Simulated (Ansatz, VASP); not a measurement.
Hf: VASP beside Ansatz

```
Hf
1.0
    -1.80500    1.80500    1.98550
     1.80500   -1.80500    1.98550
     1.80500    1.80500   -1.98550
Hf
1
Direct
  0.00000 0.00000 0.00000
```

Change from the starting cell: strain +0.1000 x Voigt [0, 0, 1, 0, 0, 0], atoms carried along.

Alike in both runs: task single point; functional PBEsol; k mesh 18 × 18 × 18; occupations gaussian, width 0.15 eV; no spin polarisation.

|  | VASP | Ansatz |
| --- | --- | --- |
| version | VASP 6.6.1 | Ansatz 0.2.0 |
| potentials or method | VASP PAW PBE potentials, release 64 (Hf_pv), cutoff 520 eV | scalar-relativistic, plane waves, PAW |
| valence electrons in the cell | 10 | 26 |

Ansatz gave:

```
gap on the k mesh at the Fermi level (eV)                     : none
pressure (GPa)                                                : -14.7
traceless stress, the component that is largest in VASP (GPa) : 2.69
```

Q: Estimate VASP's values.

A: gap on the k mesh at the Fermi level (eV): none; pressure (GPa): -15.0; traceless stress, the component that is largest in VASP (GPa): 2.73.

VASP's potentials were made for PBE, not for PBEsol. A gap of «none» marks a metal or a gap that the smearing closes. With one functional, cell and mesh, what is left measures potentials, basis and numerics. VASP's potentials hold 10 valence electrons a cell and Ansatz's 26, so a difference there can come from the potentials and not from the codes.

Spin-orbit coupling is off throughout.
